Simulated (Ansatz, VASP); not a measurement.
## One calculation of K2Ag2O5, two programs

The input INCAR:

```
SYSTEM = K2Ag2O5
PREC = Accurate ; ENCUT = 520
EDIFF = 1E-6 ; ISMEAR = 0
SIGMA = 0.1 ; LREAL = .False.
LASPH = .True. ; NELM = 100
ALGO = Normal ; ISIF = 2
LWAVE = .False. ; LCHARG = .True.
GGA = PS ; LELF = .True.
LVHAR = .True. ; NBANDS = 45
```

The input KPOINTS:

```
regular mesh
0
Gamma
  10 10 4
  0 0 0
```

File POSCAR:

```
K2Ag2O5
1.0
    3.9416853372      0.0000000000      0.0000000000
    0.0000000000      3.9416853372      0.0000000000
    0.0000000000      0.0000000000      9.3856047219
K Ag O
2 2 5
Direct
    0.0000000000      0.0000000000      0.0000000000
    0.0000000000      0.0000000000      0.5000000000
    0.5000000000      0.5000000000      0.7253866603
    0.5000000000      0.5000000000      0.2746133397
    0.0000000000      0.5000000000      0.7424774472
    0.0000000000      0.5000000000      0.2575225528
    0.5000000000      0.5000000000      0.5000000000
    0.5000000000      0.0000000000      0.7424774472
    0.5000000000      0.0000000000      0.2575225528
```

Input for Ansatz:

```yaml
crystal:
  lattice:
    - [3.9416853372, 0.0, 0.0]
    - [0.0, 3.9416853372, 0.0]
    - [0.0, 0.0, 9.3856047219]
  atoms:
    - { symbol: K, position: [0.0, 0.0, 0.0] }
    - { symbol: K, position: [0.0, 0.0, 0.5] }
    - { symbol: Ag, position: [0.5, 0.5, 0.7253866603] }
    - { symbol: Ag, position: [0.5, 0.5, 0.2746133397] }
    - { symbol: O, position: [0.0, 0.5, 0.7424774472] }
    - { symbol: O, position: [0.0, 0.5, 0.2575225528] }
    - { symbol: O, position: [0.5, 0.5, 0.5] }
    - { symbol: O, position: [0.5, 0.0, 0.7424774472] }
    - { symbol: O, position: [0.5, 0.0, 0.2575225528] }
basis:
  ecutwfc: 420
kpoints:
  mp_grid: { grid: [10, 10, 4] }
hamiltonian:
  xc: pbesol
scf:
  occupations: { method: gaussian, width: 0.1 }
output:
  forces: true
  stress: true
  eigenvalues: true
```

Alike in both runs: task single point; functional PBEsol; k mesh 10 × 10 × 4; occupations gaussian, width 0.1 eV; no spin polarisation.

```csv
,VASP,Ansatz
version,VASP 6.6.1,Ansatz 0.2.0
potentials or method,"VASP PAW PBE potentials, release 64 (K_sv, Ag, O), cutoff 520 eV","scalar-relativistic, plane waves, PAW"
valence electrons in the cell,70,86
```

Ansatz gave:

```
gap on the k mesh at the Fermi level (eV)                     : none
pressure (GPa)                                                : -0.8
traceless stress, the component that is largest in VASP (GPa) : -4.99
rms of the force components (eV/Å)                            : 0.666
```

**Question.** Estimate VASP's values.

**Answer.** gap on the k mesh at the Fermi level (eV): none; pressure (GPa): -0.7; traceless stress, the component that is largest in VASP (GPa): -5.00; rms of the force components (eV/Å): 0.659.

VASP's potentials were made for PBE, not for PBEsol. Atom by atom the forces differ by 0.008 eV/Å (rms over components). A gap of «none» marks a metal or a gap that the smearing closes. VASP's potentials hold 70 valence electrons a cell and Ansatz's 86, so a difference there can come from the potentials and not from the codes.
